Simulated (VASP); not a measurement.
# Si (Fd-3m) in VASP: a series of runs

Si is run at these levels: PBEsol; tasks: single point, relaxation of cell and atoms.

All numbers are computed with VASP 6.6.1; they aren't measurements. Logs are shortened: lines on timing, memory, paths and dates and some standing lists are left out, and cuts for length are marked.

### Step 1. The cell of the first run

The structure is cubic, space group Fd-3m (No. 227). Conventional cell: a = 5.433 Å, b = 5.433 Å, c = 5.433 Å, α = 90.00°, β = 90.00°, γ = 90.00°. Si (site symmetry -43m) has 4 Si at 2.35 Å within 3.1 Å.

### Step 2. Single point, PBEsol

INCAR

```
PREC     = Accurate       # precision mode
ENCUT    = 500            # plane-wave cutoff, eV
EDIFF    = 1E-6           # SCF threshold, eV
ISMEAR   = 0              # smearing method
SIGMA    = 0.02           # smearing width, eV
LREAL    = False          # projectors in reciprocal space
LASPH    = True           # aspherical terms in the spheres
NELM     = 120            # most SCF steps
ALGO     = Normal         # electronic algorithm
ISIF     = 2              # what is computed and relaxed
LWAVE    = False          # write WAVECAR
LCHARG   = False          # write CHGCAR
GGA      = PS             # functional
NBANDS   = 11             # bands
GGA_COMPAT= False
```

KPOINTS

```
Automatic mesh
0
Gamma
  14 14 14
```

POSCAR

```
Si
1.0
    0.0000000000      2.7167293595      2.7167293595
    2.7167293595      0.0000000000      2.7167293595
    2.7167293595      2.7167293595      0.0000000000
Si
2
Direct
    0.0000000000      0.0000000000      0.0000000000
    0.2500000000      0.2500000000      0.2500000000
```

Potentials or basis: VASP PAW PBE potentials, release 64 (Si).

On the command line:

```sh
$ cat potpaw_PBE.64/Si/POTCAR > POTCAR
$ mpirun -np 1 vasp_std > vasp.out
```

OUTCAR:

```text
PREC = Accurate
   ENCUT = 500
   EDIFF = 1E-6
   ISMEAR = 0
   LREAL = False
   LASPH = True
   NELM = 120
   ISIF = 2
   GGA = PS

 ion  position               nearest neighbor table
   1  0.000  0.000  0.000-   2 2.35   2 2.35   2 2.35   2 2.35
   2  0.250  0.250  0.250-   1 2.35   1 2.35   1 2.35   1 2.35

  LATTYP: Found a face centered cubic cell.
 ALAT       =     5.4334587190

  Lattice vectors:

 A1 = (   0.0000000000,   2.7167293595,   2.7167293595)
 A2 = (   2.7167293595,   0.0000000000,   2.7167293595)
 A3 = (   2.7167293595,   2.7167293595,   0.0000000000)

Analysis of symmetry for initial positions (statically):
=====================================================================
 Subroutine PRICEL returns:
 Original cell was already a primitive cell.

 Routine SETGRP: Setting up the symmetry group for a
 face centered cubic supercell.

 Subroutine GETGRP returns: Found 48 space group operations
 (whereof 24 operations were pure point group operations)
 out of a pool of 48 trial point group operations.

The static configuration has the point symmetry T_d .
 The point group associated with its full space group is O_h .

Analysis of symmetry for dynamics (positions and initial velocities):
=====================================================================
 Subroutine PRICEL returns:
 Original cell was already a primitive cell.

 Routine SETGRP: Setting up the symmetry group for a
 face centered cubic supercell.

 Subroutine GETGRP returns: Found 48 space group operations
 (whereof 24 operations were pure point group operations)
 out of a pool of 48 trial point group operations.

The dynamic configuration has the point symmetry T_d .
 The point group associated with its full space group is O_h .

 Subroutine INISYM returns: Found 48 space group operations
 (whereof 24 operations are pure point group operations),
 and found     1 'primitive' translations

----------------------------------------------------------------------------------------

                                     Primitive cell

  volume of cell :      40.1023

  direct lattice vectors                    reciprocal lattice vectors
     0.000000000  2.716729359  2.716729359    -0.184044833  0.184044833  0.184044833
     2.716729359  0.000000000  2.716729359     0.184044833 -0.184044833  0.184044833
     2.716729359  2.716729359  0.000000000     0.184044833  0.184044833 -0.184044833

  length of vectors
[... 84 lines left out ...]
   EDIFFG = 0.1E-04   stopping-criterion for IOM
   NSW    =      0    number of steps for IOM
   IBRION =     -1    ionic relax: 0-MD 1-quasi-New 2-CG
   NFREE  =      0    steps in history (QN), initial steepest desc. (CG)
   ISIF   =      2    stress and relaxation
   ISYM   =      2    0-nonsym 1-usesym 2-fastsym
   POTIM  = 0.5000    time-step for ionic-motion
   TEBEG  =    0.0;   TEEND  =   0.0 temperature during run
   PSTRESS=    0.0 pullay stress
   NELECT =       8.0000    total number of electrons
   NUPDOWN=      -1.0000    fix difference up-down
   EMIN   =  10.00;   EMAX   =-10.00  energy-range for DOS
   EFERMI =   0.00;   METHOD = LEGACY
   ISMEAR =     0;   SIGMA  =   0.02  broadening in eV -4-tet -1-fermi 0-gaus
   EFERMI_NEDOS =   21; number of points for ismear=-14 and -15
   IALGO  =     38    algorithm
   IMIX   =      4    mixing-type and parameters
     AMIX     =   0.40;   BMIX     =  1.00
     AMIX_MAG =   1.60;   BMIX_MAG =  1.00
  volume/ion in A,a.u.               =      20.05       135.31
  Fermi-wavevector in a.u.,A,eV,Ry     =   0.956566  1.807648 12.449593  0.915019
  Thomas-Fermi vector in A             =   2.085506
   LORBIT       =      0    0 simple, 1 ext, 2 COOP (PROOUT), +10 PAW based schemes
   GGA     = PS    functional components
   LHFCALC =     F    Hartree Fock is set to
   AEXX    =    0.0000 exact exchange contribution
   IVDW    =     0    specifies the selected vdW correction
   LEPSILON=     F    determine dielectric tensor
   LRPA    =     F    only Hartree local field effects (RPA)
 non-spin polarized calculation
 Gauss-broadening in eV      SIGMA  =   0.02
  energy-cutoff  :      500.00
  volume of cell :       40.10
 maximum number of plane-waves:      1034
   NGX = 13   NGY = 13   NGZ = 13

 number of electron       8.0000001 magnetization

 Free energy of the ion-electron system (eV)
  ---------------------------------------------------
  ext. energy  EPLUGINS =         0.00000000
  ---------------------------------------------------
  free energy    TOTEN  =       -11.49342191 eV

  energy without entropy =      -11.49342191  energy(sigma->0) =      -11.49342191

 E-fermi :   5.9320     XC(G=0):  -9.5480

 val. band max:        5.7742247250   @ k =   0.0000   0.0000   0.0000
 cond. band min:       6.2335256673   @ k =   0.4286   0.4286   0.0000
 fundamental gap:      0.4593009423
 Fermi energy:         5.9319556641

 k-point     1 :       0.0000    0.0000    0.0000
  band No.  band energies     occupation
      1      -6.2056      2.00000
      2       5.7742      2.00000
      3       5.7742      2.00000
      4       5.7742      2.00000
      5       8.2911      0.00000
      6       8.2911      0.00000
      7       8.2911      0.00000
      8       9.0811      0.00000
      9      13.4620      0.00000
     10      13.4620      0.00000
     11      13.4786      0.00000
[... 309 lines left out ...]
 k-point    24 :       0.2857    0.1429    0.0000
  band No.  band energies     occupation
      1      -5.2394      2.00000
      2       2.0025      2.00000
      3       4.2015      2.00000
      4       4.2451      2.00000
      5       7.7733      0.00000
      6       9.6382      0.00000
      7      10.2370      0.00000
      8      10.4865      0.00000
      9      13.8891      0.00000
     10      14.2301      0.00000
     11      15.8036      0.00000

 [... further k-points ...]
[... 5 lines left out ...]
  --------------------------------------------------------------------------------------
  -------------------------------------------------------------------------------------
  Total        0.0297316      0.0297316      0.0297316      0.0000000     -0.0000000      0.0000000
  in kB        1.1878452      1.1878452      1.1878452      0.0000000     -0.0000000      0.0000000
  external PRESSURE =       1.1878452 kB  Pullay stress =       0.0000000 kB

 VOLUME and BASIS-vectors are now :
 -----------------------------------------------------------------------------
  energy-cutoff  :      500.00
  volume of cell :       40.10
      direct lattice vectors                 reciprocal lattice vectors
     0.000000000  2.716729359  2.716729359    -0.184044833  0.184044833  0.184044833
     2.716729359  0.000000000  2.716729359     0.184044833 -0.184044833  0.184044833
     2.716729359  2.716729359  0.000000000     0.184044833  0.184044833 -0.184044833

 POSITION                                       TOTAL-FORCE (eV/Angst)
 -----------------------------------------------------------------------------------
      0.00000      0.00000      0.00000         0.000000      0.000000      0.000000
      1.35836      1.35836      1.35836        -0.000000     -0.000000     -0.000000
 -----------------------------------------------------------------------------------
    total drift:                                0.000000      0.000000     -0.000000

  FREE ENERGIE OF THE ION-ELECTRON SYSTEM (eV)
  ---------------------------------------------------
  free  energy   TOTEN  =       -11.4934219087 eV

  energy  without entropy=      -11.4934219087  energy(sigma->0) =      -11.49342191
```

OSZICAR:

```text
N       E                     dE             d eps       ncg     rms          rms(c)
DAV:   1     0.480301433438E+01    0.48030E+01   -0.32276E+03  2288   0.553E+02
DAV:   2    -0.112329426394E+02   -0.16036E+02   -0.15358E+02  3116   0.820E+01
DAV:   3    -0.117120008780E+02   -0.47906E+00   -0.47776E+00  2949   0.117E+01
DAV:   4    -0.117156047385E+02   -0.36039E-02   -0.36030E-02  2758   0.128E+00
DAV:   5    -0.117156398447E+02   -0.35106E-04   -0.35106E-04  2895   0.118E-01    0.496E+00
DAV:   6    -0.115624826086E+02    0.15316E+00   -0.82539E-02  2634   0.115E+00    0.297E+00
DAV:   7    -0.114927644399E+02    0.69718E-01   -0.14707E-01  2626   0.162E+00    0.181E-01
DAV:   8    -0.114933464263E+02   -0.58199E-03   -0.58747E-03  2650   0.425E-01    0.810E-02
DAV:   9    -0.114934112851E+02   -0.64859E-04   -0.95469E-05  2909   0.640E-02    0.563E-02
DAV:  10    -0.114934221110E+02   -0.10826E-04   -0.10260E-05  2699   0.176E-02    0.636E-03
DAV:  11    -0.114934219087E+02    0.20236E-06   -0.69448E-07  2583   0.414E-03
   1 F= -.11493422E+02 E0= -.11493422E+02  d E =-.119978E-31
```

Run time: 27 s. Hardware: 1 thread of Intel Xeon 6975P-C, shared host; peak memory 0.17 GiB.

What came out:

```
Free energy            : -11.4934 eV
Pressure               : 0.1 GPa
Band gap on the k mesh : 0.46 eV, indirect (least direct gap 2.52 eV)
```

Caveat: the PAW data sets were made with another functional, which shifts forces and pressure a little. A k mesh can miss the band edges.

### Step 3. Single point, PBEsol

INCAR

```
SYSTEM = Si
ALGO     = Normal         ! electronic algorithm
EDIFF    = 1E-6           ! SCF threshold, eV
ENCUT    = 500            ! plane-wave cutoff, eV
GGA      = PS             ! functional
GGA_COMPAT= .False.      
ISIF     = 2              ! what is computed and relaxed
ISMEAR   = 0              ! smearing method
LASPH    = .True.         ! aspherical terms in the spheres
LCHARG   = .False.        ! write CHGCAR
LREAL    = .False.        ! projectors in reciprocal space
LWAVE    = .False.        ! write WAVECAR
NBANDS   = 11             ! bands
NELM     = 120            ! most SCF steps
PREC     = Accurate       ! precision mode
SIGMA    = 0.01           ! smearing width, eV
```

KPOINTS

```
k-points
0
Gamma
  14 14 14
  0 0 0
```

POSCAR is that of step 2.

Potentials or basis: VASP PAW PBE potentials, release 64 (Si).

On the command line:

```sh
$ cat potpaw_PBE.64/Si/POTCAR > POTCAR
$ mpirun -np 1 vasp_std > vasp.out
```

OUTCAR:

```text
SYSTEM = Si
   EDIFF = 1E-6
   ENCUT = 500
   GGA = PS
   ISIF = 2
   ISMEAR = 0
   LASPH = .True.
   LREAL = .False.
   NELM = 120
   PREC = Accurate

 ion  position               nearest neighbor table
   1  0.000  0.000  0.000-   2 2.35   2 2.35   2 2.35   2 2.35
   2  0.250  0.250  0.250-   1 2.35   1 2.35   1 2.35   1 2.35

  LATTYP: Found a face centered cubic cell.
 ALAT       =     5.4334587190

  Lattice vectors:

 A1 = (   0.0000000000,   2.7167293595,   2.7167293595)
 A2 = (   2.7167293595,   0.0000000000,   2.7167293595)
 A3 = (   2.7167293595,   2.7167293595,   0.0000000000)

Analysis of symmetry for initial positions (statically):
=====================================================================
 Subroutine PRICEL returns:
 Original cell was already a primitive cell.

 Routine SETGRP: Setting up the symmetry group for a
 face centered cubic supercell.

 Subroutine GETGRP returns: Found 48 space group operations
 (whereof 24 operations were pure point group operations)
 out of a pool of 48 trial point group operations.

The static configuration has the point symmetry T_d .
 The point group associated with its full space group is O_h .

Analysis of symmetry for dynamics (positions and initial velocities):
[... 165 lines left out ...]
 Fermi energy:         5.8405043834

 k-point     1 :       0.0000    0.0000    0.0000
  band No.  band energies     occupation
      1      -6.2056      2.00000
      2       5.7742      2.00000
      3       5.7742      2.00000
      4       5.7742      2.00000
      5       8.2911      0.00000
      6       8.2911      0.00000
      7       8.2911      0.00000
      8       9.0811      0.00000
      9      13.4620      0.00000
     10      13.4620      0.00000
     11      13.4786      0.00000
[... 309 lines left out ...]
 k-point    24 :       0.2857    0.1429    0.0000
  band No.  band energies     occupation
      1      -5.2394      2.00000
      2       2.0025      2.00000
      3       4.2015      2.00000
      4       4.2451      2.00000
      5       7.7733      0.00000
      6       9.6382      0.00000
      7      10.2370      0.00000
      8      10.4865      0.00000
      9      13.8891      0.00000
     10      14.2301      0.00000
     11      15.8036      0.00000

 [... further k-points ...]
[... 5 lines left out ...]
  --------------------------------------------------------------------------------------
  -------------------------------------------------------------------------------------
  Total        0.0297316      0.0297316      0.0297316      0.0000000      0.0000000      0.0000000
  in kB        1.1878452      1.1878452      1.1878452      0.0000000      0.0000000      0.0000000
  external PRESSURE =       1.1878452 kB  Pullay stress =       0.0000000 kB

 VOLUME and BASIS-vectors are now :
 -----------------------------------------------------------------------------
  energy-cutoff  :      500.00
  volume of cell :       40.10
      direct lattice vectors                 reciprocal lattice vectors
     0.000000000  2.716729359  2.716729359    -0.184044833  0.184044833  0.184044833
     2.716729359  0.000000000  2.716729359     0.184044833 -0.184044833  0.184044833
     2.716729359  2.716729359  0.000000000     0.184044833  0.184044833 -0.184044833

 POSITION                                       TOTAL-FORCE (eV/Angst)
 -----------------------------------------------------------------------------------
      0.00000      0.00000      0.00000        -0.000000     -0.000000     -0.000000
      1.35836      1.35836      1.35836         0.000000      0.000000      0.000000
 -----------------------------------------------------------------------------------
    total drift:                                0.000000      0.000000      0.000000

  FREE ENERGIE OF THE ION-ELECTRON SYSTEM (eV)
  ---------------------------------------------------
  free  energy   TOTEN  =       -11.4934219087 eV

  energy  without entropy=      -11.4934219087  energy(sigma->0) =      -11.49342191
```

It took 25 s on 1 thread of Intel Xeon 6975P-C, shared host; peak memory 0.17 GiB.

What came out:

```yaml
Free_energy: -11.4934 eV
Pressure: 0.1 GPa
Band_gap_on_the_k_mesh: 0.46 eV, indirect (least direct gap 2.52 eV)
```

Levels at points of the mesh, in eV from the valence-band top:
```
           k point  band 1  band 2  band 3  band 4  band 5  band 6  band 7  band 8  band 9
(0.00, 0.00, 0.00)  -11.98    0.00    0.00    0.00    2.52    2.52    2.52    3.31    7.69
(0.50, 0.00, 0.00)   -9.63   -7.01   -1.20   -1.20    1.46    3.27    3.27    7.51   10.51
(0.50, 0.50, 0.00)   -7.82   -7.82   -2.87   -2.87    0.59    0.59   10.05   10.05   10.93
```

Caveat: the PAW data sets were made with another functional, which shifts forces and pressure a little.

### Step 4. Single point, PBEsol

INCAR

```
PREC     = Accurate       # precision mode
ENCUT    = 500            # plane-wave cutoff, eV
EDIFF    = 1E-6           # SCF threshold, eV
ISMEAR   = 0              # smearing method
SIGMA    = 0.01           # smearing width, eV
LREAL    = F              # projectors in reciprocal space
LASPH    = T              # aspherical terms in the spheres
NELM     = 120            # most SCF steps
ALGO     = Normal         # electronic algorithm
ISIF     = 2              # what is computed and relaxed
LWAVE    = F              # write WAVECAR
LCHARG   = F              # write CHGCAR
GGA      = PS             # functional
NBANDS   = 11             # bands
GGA_COMPAT= F
```

KPOINTS

```
regular mesh
0
Gamma
  14 14 14
```

POSCAR is that of step 3.

On the command line:

```sh
$ cat potpaw_PBE.64/Si/POTCAR > POTCAR
$ mpirun -np 1 vasp_std > vasp.out
```

Run time: 27 s. Hardware: 1 thread of Intel Xeon 6975P-C, shared host; peak memory 0.17 GiB.

The run converged. Its results:

```yaml
Free_energy: -11.4934 eV
Pressure: 0.1 GPa
Band_gap_on_the_k_mesh: 0.46 eV, indirect (least direct gap 2.52 eV)
```

Levels at points of the mesh, in eV from the valence-band top:
| k point | band 2 | band 3 | band 4 | band 5 | band 6 | band 7 |
| --- | --- | --- | --- | --- | --- | --- |
| (0.00, 0.00, 0.00) | 0.00 | 0.00 | 0.00 | 2.52 | 2.52 | 2.52 |
| (0.50, 0.00, 0.00) | -7.01 | -1.20 | -1.20 | 1.46 | 3.27 | 3.27 |
| (0.50, 0.50, 0.00) | -7.82 | -2.87 | -2.87 | 0.59 | 0.59 | 10.05 |

Caveat: the PAW data sets were made with another functional, which shifts forces and pressure a little. A k mesh can miss the band edges.

### Step 5. Relaxation of cell and atoms, PBEsol

INCAR

```
SYSTEM = Si
PREC     = Accurate       ! precision mode
ENCUT    = 500            ! plane-wave cutoff, eV
EDIFF    = 1E-7           ! SCF threshold, eV
ISMEAR   = 0              ! smearing method
SIGMA    = 0.02           ! smearing width, eV
LREAL    = .False.        ! projectors in reciprocal space
LASPH    = .True.         ! aspherical terms in the spheres
NELM     = 120            ! most SCF steps
ALGO     = Normal         ! electronic algorithm
ISIF     = 3              ! what is computed and relaxed
LWAVE    = .False.        ! write WAVECAR
LCHARG   = .False.        ! write CHGCAR
GGA      = PS             ! functional
IBRION   = 2              ! ionic algorithm
NSW      = 100            ! ionic steps
EDIFFG   = -0.002         ! ionic threshold
GGA_COMPAT= .False.      
NELMIN   = 4
```

KPOINTS

```
regular mesh
0
Gamma
  14 14 14
  0 0 0
```

POSCAR

```
Si
1.0
    0.0000000000      2.7155000000      2.7155000000
    2.7155000000      0.0000000000      2.7155000000
    2.7155000000      2.7155000000      0.0000000000
Si
2
Direct
    0.0000000000      0.0000000000      0.0000000000
    0.2500000000      0.2500000000      0.2500000000
```

On the command line:

```sh
$ cat potpaw_PBE.64/Si/POTCAR > POTCAR
$ mpirun -np 1 vasp_std > vasp.out
```

Run time: 36 s. Hardware: 1 thread of Intel Xeon 6975P-C, shared host; peak memory 0.16 GiB.

The run converged. Its results:

- Free energy: -11.4934 eV
- Relaxed volume: 20.07 Å³/atom
- Relaxed cell: a = 3.844 Å, b = 3.844 Å, c = 3.844 Å, α = 60.00°, β = 60.00°, γ = 60.00°
- Space group after relaxing (to 0.05 Å): Fd-3m (No. 227)
- Energy gained by relaxing: 0.0 meV/atom
- Ionic steps: 3
- Pressure after relaxing: 0.0 GPa
- Band gap on the k mesh: 0.46 eV, indirect (least direct gap 2.52 eV)

Final structure:
```
Si
1.0
     0.00000    2.71779    2.71779
     2.71779    0.00000    2.71779
     2.71779    2.71779    0.00000
Si
2
Direct
  0.00000 0.00000 0.00000
  0.25000 0.25000 0.25000
```

Levels at points of the mesh, in eV from the valence-band top:
| k point | band 1 | band 2 | band 3 | band 4 | band 5 | band 6 | band 7 | band 8 |
| --- | --- | --- | --- | --- | --- | --- | --- | --- |
| (0.00, 0.00, 0.00) | -11.97 | 0.00 | 0.00 | 0.00 | 2.52 | 2.52 | 2.52 | 3.29 |
| (0.50, 0.00, 0.00) | -9.63 | -7.00 | -1.20 | -1.20 | 1.46 | 3.27 | 3.27 | 7.51 |
| (0.50, 0.50, 0.00) | -7.82 | -7.82 | -2.87 | -2.87 | 0.59 | 0.59 | 10.04 | 10.04 |

Caveat: the PAW data sets were made with another functional, which shifts forces and pressure a little. A k mesh can miss the band edges.

### Step 6. Summary

| task | cell | smearing | gap on the mesh (eV) | pressure (GPa) |
| --- | --- | --- | --- | --- |
| single point | a = 3.842 Å, angles 60.0°, 2 atoms | gaussian 0.02 eV | 0.46 | 0.1 |
| single point | a = 3.842 Å, angles 60.0°, 2 atoms | gaussian 0.01 eV | 0.46 | 0.1 |
| relaxation of cell and atoms | relaxed from a = 3.840 Å, angles 60.0°, 2 atoms | gaussian 0.02 eV | 0.46 | 0.0 |

Alike in all rows: level PBEsol; potentials or basis VASP PAW PBE potentials, release 64 (Si); no spin polarisation; k mesh 14 × 14 × 14; cutoff (eV) 500.

Caveats: the PAW data sets were made with another functional, which shifts forces and pressure a little.

Total energies depend on the potentials used, so only differences within one code and one set of settings carry meaning.
